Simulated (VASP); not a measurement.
Set up this calculation in VASP 6.6.1, as the native input.

- Task: single point
- Functional: r2SCAN
- Potentials or basis: VASP PAW PBE potentials, release 64 (Ca_sv, Se)
- Cutoff: 520 eV
- k mesh: 6 × 6 × 4
- Occupations: gaussian, width 0.01 eV
- Spin: no spin polarisation
- Dipole correction: no
- Further INCAR settings: ALGO = Normal; EDIFF = 1e-06; NBANDS = 24

CaSe:

```
Ca Se
1.0
     4.95503    0.00000    0.00000
    -2.47752    4.29118    0.00000
     0.00000    0.00000    5.81638
Ca Se
2 2
Direct
  0.33333 0.66667 0.93750
  0.66667 0.33333 0.43750
  0.33333 0.66667 0.43750
  0.66667 0.33333 0.93750
```

This cell differs from its parent crystal: volume changed by -3%.

The input as run:

POSCAR

```
CaSe
1.0
    4.9550316352      0.0000000000      0.0000000000
   -2.4775158176      4.2911832727      0.0000000000
    0.0000000000      0.0000000000      5.8163773820
Ca Se
2 2
Direct
    0.3333333333      0.6666666667     -0.0624992787
    0.6666666667      0.3333333333      0.4375007213
    0.3333333333      0.6666666667      0.4374992787
    0.6666666667      0.3333333333      0.9374992787
```

INCAR.step1

```
SYSTEM = CaSe
PREC = Accurate ; ENCUT = 520
ISMEAR = 0 ; SIGMA = 0.01
LREAL = .False. ; LASPH = .True.
NELM = 60 ; NBANDS = 24
GGA = PE ; ALGO = Normal
EDIFF = 1E-4 ; LWAVE = .True.
LCHARG = .False.
```

INCAR.step2

```
SYSTEM = CaSe
PREC = Accurate ; ENCUT = 520
EDIFF = 1E-6 ; ISMEAR = 0
SIGMA = 0.01 ; LREAL = .False.
LASPH = .True. ; NELM = 60
ALGO = Normal ; ISIF = 2
LWAVE = .False. ; LCHARG = .True.
METAGGA = R2SCAN ; LMIXTAU = .True.
LELF = .True. ; LVHAR = .True.
NBANDS = 24 ; ISTART = 1
```

KPOINTS

```
regular mesh
0
Gamma
  6 6 4
  0 0 0
```

Potentials or basis: VASP PAW PBE potentials, release 64 (Ca_sv, Se).

Run with:

```bash
$ cat potpaw_PBE.64/Ca_sv/POTCAR potpaw_PBE.64/Se/POTCAR > POTCAR
$ cp INCAR.step1 INCAR
$ mpirun -np 1 vasp_std > vasp.out
$ cp INCAR.step2 INCAR
$ mpirun -np 1 vasp_std > vasp.out
```

It gave:

```json
{"Pressure": "1.5 GPa", "Band gap on the k mesh": "2.83 eV, indirect (least direct gap 3.09 eV)"}
```

Caveat: the PAW data sets were made with another functional, which shifts forces and pressure a little.

Wall time 2.9 min on 1 thread of AMD EPYC 9R45 96-Core Processor (Zen 5), on a shared host, peak memory 0.28 GiB.
